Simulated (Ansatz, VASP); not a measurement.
## Ag: VASP beside Ansatz

Contents of INCAR:

```
SYSTEM = Ag
ALGO     = Normal         ! electronic algorithm
EDIFF    = 1E-6           ! SCF threshold, eV
ENCUT    = 520            ! plane-wave cutoff, eV
GGA      = PE             ! functional
ISIF     = 2              ! what is computed and relaxed
ISMEAR   = -1             ! smearing method
LASPH    = .True.         ! aspherical terms in the spheres
LCHARG   = .True.         ! write CHGCAR
LELF     = .True.         ! ELF
LREAL    = .False.        ! projectors in reciprocal space
LVHAR    = .True.       
LWAVE    = .False.        ! write WAVECAR
NBANDS   = 12             ! bands
NELM     = 80             ! most SCF steps
PREC     = Accurate       ! precision mode
SIGMA    = 0.05           ! smearing width, eV
```

The input KPOINTS:

```
k-points
0
Gamma
  15 15 15
  0 0 0
```

POSCAR

```
Ag
1.0
    0.0000000000      2.0431000000      2.1043930000
    2.0431000000      0.0000000000      2.1043930000
    2.0431000000      2.0431000000      0.0000000000
Ag
1
Direct
    0.0000000000      0.0000000000      0.0000000000
```

Input for Ansatz:

```yaml
crystal:
  lattice:
    - [0.0, 2.0431, 2.104393]
    - [2.0431, 0.0, 2.104393]
    - [2.0431, 2.0431, 0.0]
  atoms:
    - { symbol: Ag, position: [0.0, 0.0, 0.0] }
kpoints:
  mp_grid: { grid: [15, 15, 15] }
  band_path:
    path:
      - [0.0, 0.0, 0.0]
      - [0.0, 0.5, 0.5]
      - [0.25, 0.75, 0.5]
      - [0.0, 0.5, 0.0]
      - [0.0, 0.0, 0.0]
      - [0.5, 0.5, 0.0]
      - [0.3678244886, 0.6321755114, 0.0]
      - [-0.3678244886, 0.3678244886, 0.0]
      - [0.0, 0.0, 0.0]
    npoints: 5
scf:
  occupations: { method: fermi_dirac, width: 0.05 }
hamiltonian:
  xc: pbe
  pseudopotentials: { kind: all_electron, lapw: { basis_error: 0.001 } }
output:
  forces: true
  stress: true
  eigenvalues: true
```

Change from the starting cell: zz strain of +3 %.

Alike in both runs: task single point; functional PBE; k mesh 15 × 15 × 15; occupations fermi-dirac, width 0.05 eV; no spin polarisation.

```csv
,VASP,Ansatz
version,VASP 6.6.1,Ansatz 0.2.0
potentials or method,"VASP PAW PBE potentials, release 64 (Ag), cutoff 520 eV","all-electron LAPW, scalar-relativistic"
```

Ansatz gave:

```
pressure (GPa)                                                : 1.4
traceless stress, the component that is largest in VASP (GPa) : -0.41
```

Estimate VASP's values.

pressure (GPa): 1.3; traceless stress, the component that is largest in VASP (GPa): -0.39.

Ansatz ran all-electron here, and VASP with PAW potentials.
